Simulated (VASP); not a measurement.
Wanted: the native input for a VASP 6.6.1 run.

| Quantity | Value |
| --- | --- |
| Task | single point |
| Functional | PBEsol |
| Potentials or basis | VASP PAW PBE potentials, release 64 (Cd) |
| Cutoff | 520 eV |
| k mesh | 17 × 17 × 17 |
| Occupations | fermi-dirac, width 0.08 eV |
| Spin | no spin polarisation |
| Dipole correction | no |
| Further INCAR settings | ALGO = Normal; EDIFF = 1e-06; NBANDS = 12 |

The structure of Cd lies in POSCAR:

```
Cd
1.0
    0.0000000000      1.9241508252      1.9241508252
    1.9241508252      0.0000000000      1.9241508252
    1.9241508252      1.9241508252      0.0000000000
Cd
1
Direct
    0.0000000000      0.0000000000      0.0000000000
```

This isn't the form of Cd at room conditions, which is hcp.

One way to write it, as run:

INCAR

```
  PREC = Accurate
  ENCUT = 520
  EDIFF = 1E-6
  ISMEAR = -1
  SIGMA = 0.08
  LREAL = False
  LASPH = True
  NELM = 100
  ALGO = Normal
  ISIF = 2
  LWAVE = False
  LCHARG = False
  GGA = PS
  NBANDS = 12
```

KPOINTS

```
regular mesh
0
Gamma
  17 17 17
```

Potentials or basis: VASP PAW PBE potentials, release 64 (Cd).

Launch:

```console
$ cat potpaw_PBE.64/Cd/POTCAR > POTCAR
$ mpirun -np 1 vasp_std > vasp.out
```

It gave:

```json
{"Pressure": "69.0 GPa", "Band gap on the k mesh": "zero (bands 6 and 7 overlap by 1.72 eV)"}
```

Caveat: the cell stands under pressure; the PAW data sets were made with another functional, which shifts forces and pressure a little.

Wall time 12 s on 1 thread of Intel(R) Xeon(R) Platinum 8488C (Sapphire Rapids), on a shared host, peak memory 0.14 GiB.
